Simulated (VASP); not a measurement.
A run of VASP 6.6.1 is set up as follows.

File INCAR:

```
SYSTEM = Ta6H
ALGO = Normal
DIPOL = 0.5 0.5 0.332
EDIFF = 1E-6
ENCUT = 520
GGA = PE
IDIPOL = 3
ISIF = 2
ISMEAR = 0
LASPH = .True.
LCHARG = .False.
LDIPOL = .True.
LREAL = .False.
LWAVE = .False.
NBANDS = 42
NELM = 100
PREC = Accurate
SIGMA = 0.1
```

File KPOINTS:

```
k-points
0
Gamma
  6 6 1
  0 0 0
```

File POSCAR:

```
Ta6H
1.0
    4.6937283341      0.0000000000      0.0000000000
   -2.3468641670      4.0648879758      0.0000000000
    0.0000000000      0.0000000000     19.9881921123
Ta H
6 1
Direct
    0.6666666667      0.3333333333      0.2001181486
    0.3333333333      0.6666666666      0.2480516124
    0.0000000000      0.0000000000      0.2959850763
    0.6666666667      0.3333333333      0.3401842451
    0.3333333333      0.6666666666      0.3819724402
    0.0000000000      0.0000000000      0.4246603227
    0.8888888889      0.4444444444      0.4312687222
```

Potentials or basis: VASP PAW PBE potentials, release 64 (Ta_pv, H).

Command:

```bash
$ cat potpaw_PBE.64/Ta_pv/POTCAR potpaw_PBE.64/H/POTCAR > POTCAR
$ mpirun -np 1 vasp_std > vasp.out
```

Q: Predict the largest force.

A: 1.981 eV/Å.

Forces in eV/Å, atoms in the order of the input:
```
Ta   0.119  0.069  1.788
Ta   0.033  0.019 -0.219
Ta   0.048  0.028 -1.981
Ta  -0.155 -0.090  0.063
Ta  -0.183 -0.105  0.191
Ta  -0.465 -0.269  0.153
H    0.604  0.349  0.005
```
